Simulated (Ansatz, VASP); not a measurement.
One calculation of B2F, two programs

```xyz
3
Lattice="2.1836 0.0000 0.0000 -1.0918 1.8911 0.0000 0.0000 0.0000 5.1496" Properties=species:S:1:pos:R:3 pbc="T T T"
B     0.0000    0.0000    3.5646
B     0.0000    0.0000    1.5850
F     0.0000    0.0000    0.0000
```

Alike in both runs: functional PBE; k mesh 12 × 12 × 4; occupations gaussian, width 0.1 eV; no spin polarisation.

Ansatz relaxed the structure, and its values are those at the end. VASP's run is a single point on that final structure, the one shown.

|  | VASP | Ansatz |
| --- | --- | --- |
| version | VASP 6.6.1 | Ansatz 0.2.0 |
| potentials or method | VASP PAW PBE potentials, release 64 (B, F), cutoff 520 eV | scalar-relativistic, plane waves, PAW |
| valence electrons in the cell | 13 | 13 |

```tsv
	VASP	Ansatz	Ansatz less VASP
gap on the k mesh at the Fermi level (eV)	none	none	-
pressure (GPa)	-0.2	-0.1	+0.12
rms of the force components (eV/Å)	0.021	0.004	-0.0168
```

A gap of «none» marks a metal or a gap that the smearing closes.
